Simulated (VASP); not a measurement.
Write the native input for VASP 6.6.1 that does the following.

```
Task                   : single point
Functional             : PBE
Potentials or basis    : VASP PAW PBE potentials, release 64 (Cu, Re)
Cutoff                 : 520 eV
k mesh                 : 12 × 12 × 12
Occupations            : gaussian, width 0.1 eV
Spin                   : no spin polarisation
Dipole correction      : no
Further INCAR settings : ALGO = Fast; EDIFF = 1e-06; NBANDS = 28
```

The structure of Cu3Re lies in POSCAR:

```
Cu3Re
1.0
    3.7133348196      0.0000000000      0.0000000000
    0.0000000000      3.7133348196      0.0000000000
    0.0000000000      0.0000000000      3.7133348196
Cu Re
3 1
Direct
    0.0000000000      0.5000000000      0.5000000000
    0.5000000000      0.0000000000      0.5000000000
    0.5000000000      0.5000000000      0.0000000000
    0.0000000000      0.0000000000      0.0000000000
```

The input as run:

INCAR

```
SYSTEM = Cu3Re
ALGO     = Fast           ! electronic algorithm
EDIFF    = 1E-6           ! SCF threshold, eV
ENCUT    = 520            ! plane-wave cutoff, eV
GGA      = PE             ! functional
ISIF     = 2              ! what is computed and relaxed
ISMEAR   = 0              ! smearing method
LASPH    = .True.         ! aspherical terms in the spheres
LCHARG   = .False.        ! write CHGCAR
LREAL    = .False.        ! projectors in reciprocal space
LWAVE    = .False.        ! write WAVECAR
NBANDS   = 28             ! bands
NELM     = 100            ! most SCF steps
PREC     = Accurate       ! precision mode
SIGMA    = 0.1            ! smearing width, eV
```

KPOINTS

```
k-points
0
Gamma
  12 12 12
  0 0 0
```

Potentials or basis: VASP PAW PBE potentials, release 64 (Cu, Re).

Run with:

```console
$ cat potpaw_PBE.64/Cu/POTCAR potpaw_PBE.64/Re/POTCAR > POTCAR
$ mpirun -np 1 vasp_std > vasp.out
```

Results of the run:

```json
{
 "Pressure": "0.2 GPa",
 "Band gap on the k mesh": "zero (bands 20 and 21 overlap by 1.82 eV)"
}
```

Caveat: spin-orbit coupling is left out, which moves the levels of the heavy elements.

Wall time 79 s on 1 thread of AMD EPYC 9R45 96-Core Processor (Zen 5) (shared host), peak memory 0.2 GiB.
